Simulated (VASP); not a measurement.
# H22CO12 in VASP: further runs, part 2 of 2

VASP 6.6.1.

## Step 4: Single point, r2SCAN+D3(BJ)

POSCAR reads:

```
H22CO12
1.0
    7.1334920000      0.0000000000      0.0000000000
    0.0000000000      7.1334920000      0.0000000000
    0.0000000000      0.0000000000      7.1334920000
O H C
12 22 1
Direct
    0.2375975189      1.0028889077      0.3527585087
    0.7468432011      0.3309599282      0.3599078824
    0.1555479420      0.7627680805      0.8371636220
    0.5943232291      0.1771362469      0.8676816347
    0.8619761542      0.4187430224      0.7590952650
    0.4875592487      0.5855757601      0.9380819380
    0.2291163991      0.2477888810      0.6690832484
    0.8048512566      0.8104726269      0.7775714895
    0.8878120281     -0.0200603015      0.2027057716
    0.0319899427      0.6061827784      0.2204950955
    0.4574477689      0.5689359433      0.5704779651
    0.6065332379      0.8239302715      0.4539852291
    0.3296562189      1.0593829782      0.2725873948
    0.1104928694      1.0191642466      0.2933486152
    0.7889824507      0.4582327982      0.3212031359
    0.6140751262      0.3259553666      0.3663142820
    0.1758045008      0.7075076274      0.7140261740
    0.0162473022      0.8043606133      0.8402616839
    0.6959004089      0.2489944616      0.7958234200
    0.4834378450      0.1975329895      0.7942813982
    0.8391682503      0.5556184825      0.7817209299
    0.8518268472      0.4051451940      0.6244066721
    0.3509641561      0.6195703311      0.9428622055
    0.5164651478      0.4596766913      0.9631187643
    0.1035677898      0.2449010947      0.7292781712
    0.2325088470      0.1606366139      0.5557025928
    0.7158065082      0.8643592787      0.8562987104
    0.7685716897      0.8507474320      0.6557237325
    0.8186032871      0.0963623426      0.2078785537
    0.8007018162     -0.1086424433      0.2560036515
    0.0314432258      0.7326425823      0.2409759484
    0.0354104273      0.5820431284      0.0834514148
    0.4879377449      0.5992857355      0.7064842857
    0.4861714291      0.6164442324      0.2960541625
    0.5146848136      0.6822044519      0.4351164899
```

INCAR.step1 reads:

```
  PREC = Accurate
  ENCUT = 520
  ISMEAR = -1
  SIGMA = 0.02
  LREAL = Auto
  LASPH = T
  NELM = 80
  NBANDS = 72
  GGA = PE
  ALGO = Normal
  EDIFF = 1E-4
  LWAVE = T
  LCHARG = F
```

INCAR.step2 reads:

```
  PREC = Accurate
  ENCUT = 520
  EDIFF = 1E-6
  ISMEAR = -1
  SIGMA = 0.02
  LREAL = Auto
  LASPH = T
  NELM = 80
  ALGO = Normal
  ISIF = 2
  LWAVE = F
  LCHARG = F
  METAGGA = R2SCAN
  LMIXTAU = T
  IVDW = 12
  VDW_S6 = 1.0
  VDW_S8 = 0.78981345
  VDW_A1 = 0.49484001
  VDW_A2 = 5.73083694
  NBANDS = 72
  ISTART = 1
```

KPOINTS reads:

```
regular mesh
0
Gamma
  1 1 1
```

Run with:

```bash
$ cat potpaw_PBE.64/O/POTCAR potpaw_PBE.64/H/POTCAR potpaw_PBE.64/C/POTCAR > POTCAR
$ cp INCAR.step1 INCAR
$ mpirun -np 1 vasp_gam > vasp.out
$ cp INCAR.step2 INCAR
$ mpirun -np 1 vasp_gam > vasp.out
```

Wall time 3.3 min (1 thread of Intel Xeon Platinum 8488C (Sapphire Rapids), shared host); peak memory 0.44 GiB.

The run converged. Its results:

- Free energy: -190.3407 eV
- Pressure: -1.0 GPa
- Largest force: 4.151 eV/Å
- Band gap on the k mesh: 4.84 eV
- Dispersion energy per atom: -0.017 eV

Forces in eV/Å, atoms in the order of the input:
```
O   -1.034  0.141  0.111
O    1.452  0.674 -0.207
O   -0.891  0.001  0.195
O    1.568  0.712 -0.557
O   -0.055  1.001  0.033
O   -1.004  2.558 -0.484
O   -0.481 -0.887 -0.578
O    1.394 -1.088 -0.155
O    0.073 -0.063 -0.271
O   -0.411 -3.946 -1.222
O   -0.149  0.333 -0.498
O    0.507  0.895 -0.203
H    0.007 -0.033 -0.364
H    0.970 -0.121  0.274
H   -0.233 -1.062 -0.021
H   -0.822  0.309  0.125
H   -0.263  0.205  0.267
H    1.817 -0.510 -0.408
H   -1.146 -0.650  1.349
H   -0.943 -0.119 -0.358
H    0.047 -1.002 -0.164
H    0.073 -0.044 -0.284
H    0.946 -0.507  0.163
H   -0.140 -1.901  0.225
H    1.165 -0.088 -0.799
H   -0.490  0.807  1.462
H   -1.444  1.029  1.488
H   -0.416  0.236 -1.131
H    0.076  0.473  0.072
H   -0.326 -0.133  0.275
H    0.294  3.124  0.026
H    0.084  0.638  1.184
H    0.094  0.092 -0.012
H   -0.319  0.481  0.113
C    0.001 -1.553  0.353
```

Stress tensor (GPa, compression positive):
```
-1.23  0.33  0.33
 0.33  0.29 -0.56
 0.33 -0.56 -2.12
```

Levels at points of the mesh, in eV from the valence-band top:
| k point | band 46 | band 47 | band 48 | band 49 | band 50 | band 51 | band 52 | band 53 |
| --- | --- | --- | --- | --- | --- | --- | --- | --- |
| (0.00, 0.00, 0.00) | -0.86 | -0.63 | -0.46 | 0.00 | 4.84 | 5.08 | 7.20 | 7.85 |

Caveat: the k points lie up to 0.88 Å⁻¹ apart; the PAW data sets were made with another functional, which shifts forces and pressure a little.

## Step 5: Single point, r2SCAN+D3(BJ)

POSCAR is that of step 4.

INCAR.step1 reads:

```
  PREC = Accurate
  ENCUT = 910
  ISMEAR = -1
  SIGMA = 0.02
  LREAL = Auto
  LASPH = T
  NELM = 120
  NBANDS = 72
  GGA = PE
  ALGO = Normal
  EDIFF = 1E-5
  LWAVE = T
  LCHARG = F
  GGA_COMPAT = F
```

Changes to INCAR.step2 since step 4:

```diff
@@ -1,3 +1,3 @@
   PREC = Accurate
-  ENCUT = 520
+  ENCUT = 910
   EDIFF = 1E-6
@@ -7,3 +7,3 @@
   LASPH = T
-  NELM = 80
+  NELM = 120
   ALGO = Normal
@@ -21 +21,2 @@
   ISTART = 1
+  GGA_COMPAT = F
```

KPOINTS is that of step 4.

Potentials or basis: VASP PAW PBE potentials, release 64 (O_h, H_h, C_h).

Run with:

```bash
$ cat potpaw_PBE.64/O_h/POTCAR potpaw_PBE.64/H_h/POTCAR potpaw_PBE.64/C_h/POTCAR > POTCAR
$ cp INCAR.step1 INCAR
$ mpirun -np 1 vasp_gam > vasp.out
$ cp INCAR.step2 INCAR
$ mpirun -np 1 vasp_gam > vasp.out
```

Run time: 4.5 min. Hardware: 1 thread of Intel Xeon Platinum 8488C (Sapphire Rapids), shared host; peak memory 0.8 GiB.

Results (log left out):

```
Free energy                : -191.2179 eV
Pressure                   : -1.5 GPa
Largest force              : 4.013 eV/Å
Band gap on the k mesh     : 4.89 eV
Dispersion energy per atom : -0.017 eV
```

Forces on the atoms (eV/Å):
```
O   -0.984  0.159  0.034
O    1.373  0.695 -0.216
O   -0.899 -0.005  0.106
O    1.517  0.732 -0.618
O   -0.049  1.045 -0.025
O   -0.979  2.497 -0.444
O   -0.541 -0.886 -0.574
O    1.265 -1.002 -0.145
O   -0.035 -0.039 -0.259
O   -0.388 -3.800 -1.231
O   -0.110  0.433 -0.674
O    0.129  0.373 -0.290
H   -0.124 -0.080 -0.302
H    1.080 -0.098  0.288
H   -0.325 -1.135  0.011
H   -0.668  0.360  0.101
H   -0.316  0.263  0.380
H    1.901 -0.540 -0.431
H   -1.247 -0.695  1.355
H   -0.791 -0.117 -0.304
H    0.057 -1.102 -0.221
H    0.073  0.012 -0.149
H    1.019 -0.587  0.173
H   -0.223 -1.765  0.204
H    1.252 -0.121 -0.873
H   -0.528  0.854  1.539
H   -1.345  0.973  1.342
H   -0.403  0.223 -0.984
H    0.103  0.335  0.080
H   -0.264 -0.021  0.221
H    0.294  2.902 -0.057
H    0.077  0.702  1.280
H    0.109  0.125 -0.085
H   -0.316  0.492  0.143
C    0.287 -1.182  0.624
```

Stress tensor (GPa, compression positive):
```
-1.65  0.16  0.47
 0.16 -0.30 -0.56
 0.47 -0.56 -2.54
```

Levels at points of the mesh, in eV from the valence-band top:
```tsv
k point	band 46	band 47	band 48	band 49	band 50	band 51	band 52	band 53
(0.00, 0.00, 0.00)	-0.84	-0.62	-0.45	0.00	4.89	5.12	7.25	7.89
```

Caveat: the k points lie up to 0.88 Å⁻¹ apart; the cutoff is under 1.25 times the usual one of these potentials, so pressure, stress and relaxed cells hold a basis-set (Pulay) error; the PAW data sets were made with another functional, which shifts forces and pressure a little.

## Step 6: Single point, r2SCAN+D3(BJ)

POSCAR reads:

```
H22CO12
1.0
    7.1334920000      0.0000000000      0.0000000000
    0.0000000000      7.1334920000      0.0000000000
    0.0000000000      0.0000000000      7.1334920000
O H C
12 22 1
Direct
    0.2312612112      1.0017534189      0.3651227197
    0.7621232350      0.3373523094      0.3664825025
    0.1718232809      0.7567541956      0.8282198957
    0.5879308479      0.1560946588      0.8822747681
    0.8802701398      0.4190934818      0.7561093501
    0.4858069512      0.5800104633      0.9418949373
    0.2425600253      0.2212941432      0.6912743436
    0.8109492518      0.8296217336      0.7875806127
    0.8784056953     -0.0187846289      0.1969161807
    0.0179995996      0.5852253006      0.2040515360
    0.4525132992      0.5773469712      0.5712349576
    0.6186030628      0.8176500373      0.4415088711
    0.3104230018      1.0417618748      0.2670641532
    0.1003715992      0.9905246967      0.3133808799
    0.7913375385      0.4427565069      0.2798629339
    0.6484061383      0.3787065297      0.4231447936
    0.1377586181      0.6822745438      0.7164092986
    0.0506484061      0.8333926778      0.8505231379
    0.6978209270      0.2436394405      0.8389299378
    0.4855686388      0.1675336567      0.7951925929
    0.8330982918      0.5360768611      0.8024120585
    0.8839009001      0.4163318610      0.6181124196
    0.3591368715      0.6393923201      0.9503760571
    0.4990683385      0.4580645776      0.9880574619
    0.1288429285      0.2862412967      0.7011012278
    0.2269014951      0.1329222771      0.5763376478
    0.7507963842      0.9229981613      0.8555276995
    0.7621793085      0.8522614170      0.6642609258
    0.8501166049      0.1059368960      0.2438076611
    0.7717678803     -0.0946521003      0.2382423643
    0.0261162415      0.7078020134      0.1464079584
    0.0734002365      0.5017458490      0.1098340056
    0.5036102935      0.5889962448      0.7054609440
    0.4349763061      0.6412848013      0.3017175880
    0.5035682384      0.6891155131      0.4310651782
```

INCAR.step1 reads:

```
SYSTEM = H22CO12
ALGO = Normal
EDIFF = 1E-5
ENCUT = 910
GGA = PE
GGA_COMPAT = .FALSE.
ISMEAR = -1
LASPH = .TRUE.
LCHARG = .FALSE.
LREAL = Auto
LWAVE = .TRUE.
NBANDS = 72
NELM = 120
PREC = Accurate
SIGMA = 0.02
```

INCAR.step2 reads:

```
SYSTEM = H22CO12
ALGO = Normal
EDIFF = 1E-6
ENCUT = 910
GGA_COMPAT = .FALSE.
ISIF = 2
ISMEAR = -1
ISTART = 1
IVDW = 12
LASPH = .TRUE.
LCHARG = .FALSE.
LMIXTAU = .TRUE.
LREAL = Auto
LWAVE = .FALSE.
METAGGA = R2SCAN
NBANDS = 72
NELM = 120
PREC = Accurate
SIGMA = 0.02
VDW_A1 = 0.49484001
VDW_A2 = 5.73083694
VDW_S6 = 1.0
VDW_S8 = 0.78981345
```

KPOINTS reads:

```
k-points
0
G
  1 1 1
  0 0 0
```

Potentials or basis: VASP PAW PBE potentials, release 64 (O_h, H_h, C_h).

Run with:

```bash
$ cat potpaw_PBE.64/O_h/POTCAR potpaw_PBE.64/H_h/POTCAR potpaw_PBE.64/C_h/POTCAR > POTCAR
$ cp INCAR.step1 INCAR
$ mpirun -np 1 vasp_gam > vasp.out
$ cp INCAR.step2 INCAR
$ mpirun -np 1 vasp_gam > vasp.out
```

Run time: 3.5 min. Hardware: 1 thread of Intel Xeon 6975P-C (Granite Rapids), shared host; peak memory 0.8 GiB.

Results (log left out):

```
Free energy                : -191.3482 eV
Pressure                   : -2.3 GPa
Largest force              : 3.214 eV/Å
Band gap on the k mesh     : 4.97 eV
Dispersion energy per atom : -0.017 eV
```

Forces on the atoms (eV/Å):
```
O   -1.715 -0.493  0.655
O    0.603  0.940 -0.902
O   -1.648  0.471 -0.179
O    2.599  1.425 -0.034
O    0.306 -1.053 -0.482
O   -0.073  2.373 -0.757
O    1.105 -2.287 -1.969
O    1.025 -1.394 -0.747
O    0.063 -0.124  0.022
O    0.286 -0.522 -0.658
O    0.156  0.030 -0.497
O   -0.950 -1.009 -0.396
H    0.502  0.333 -0.839
H    1.117  0.007  0.164
H    0.351 -0.758  0.642
H   -0.733 -0.253  0.421
H    0.362  0.632  1.002
H    1.714 -1.291 -0.699
H   -2.168 -1.526  0.450
H   -0.390  0.323 -0.331
H   -0.081  0.779 -0.313
H   -0.472  0.356  0.669
H    0.619 -0.791 -0.159
H   -0.540 -1.644  0.503
H   -1.182  0.723  0.320
H    0.316  1.399  1.686
H   -1.239  1.667  1.562
H   -0.147 -0.169 -0.716
H   -0.349 -0.064 -0.065
H    0.306  0.338  0.145
H   -0.065 -0.086  0.063
H   -0.365  0.563  0.480
H   -0.301  0.465 -0.424
H   -0.016  0.275 -0.191
C    1.003  0.366  1.572
```

Stress tensor (GPa, compression positive):
```
-2.12 -0.95 -0.20
-0.95 -1.84 -0.69
-0.20 -0.69 -3.08
```

Levels at points of the mesh, in eV from the valence-band top:
```
           k point  band 46  band 47  band 48  band 49  band 50  band 51  band 52  band 53
(0.00, 0.00, 0.00)    -0.69    -0.60    -0.43     0.00     4.97     5.15     7.58     7.95
```

Caveat: the k points lie up to 0.88 Å⁻¹ apart; the cutoff is under 1.25 times the usual one of these potentials, so pressure, stress and relaxed cells hold a basis-set (Pulay) error; the PAW data sets were made with another functional, which shifts forces and pressure a little.
